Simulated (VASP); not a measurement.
Re, 2 atoms in the cell. It takes space group P6_3/mmc (No. 194, hexagonal). Conventional cell: a = 2.739 Å, b = 2.739 Å, c = 4.412 Å, α = 90.00°, β = 90.00°, γ = 120.00°. Within 3.6 Å of Re (site symmetry -6m2) lie 12 Re at 2.71 to 2.74 Å. 

- Program: VASP 6.6.1
- Task: single point
- Functional: LDA
- Potentials or basis: VASP PAW LDA potentials, release 64 (Re_sv_GW)
- Cutoff: 560 eV
- k mesh: 13 × 13 × 7
- Occupations: methfessel-paxton, width 0.3 eV
- Spin: no spin polarisation
- Dipole correction: no
- Further INCAR settings: ALGO = Normal; EDIFF = 1e-06; NBANDS = 22

Potentials or basis: VASP PAW LDA potentials, release 64 (Re_sv_GW).

The run is started by

```console
$ cat potpaw_LDA.64/Re_sv_GW/POTCAR > POTCAR
$ mpirun -np 1 vasp_std > vasp.out
```

Hardware: 1 thread of Intel(R) Xeon(R) Platinum 8488C (Sapphire Rapids) (shared host).

Problem. Estimate the wall time of this run.

Solution. Run time: 22 s on 1 thread of Intel(R) Xeon(R) Platinum 8488C (Sapphire Rapids) (shared host), peak memory 0.18 GiB. Counts: scf iterations 11, k points 84.
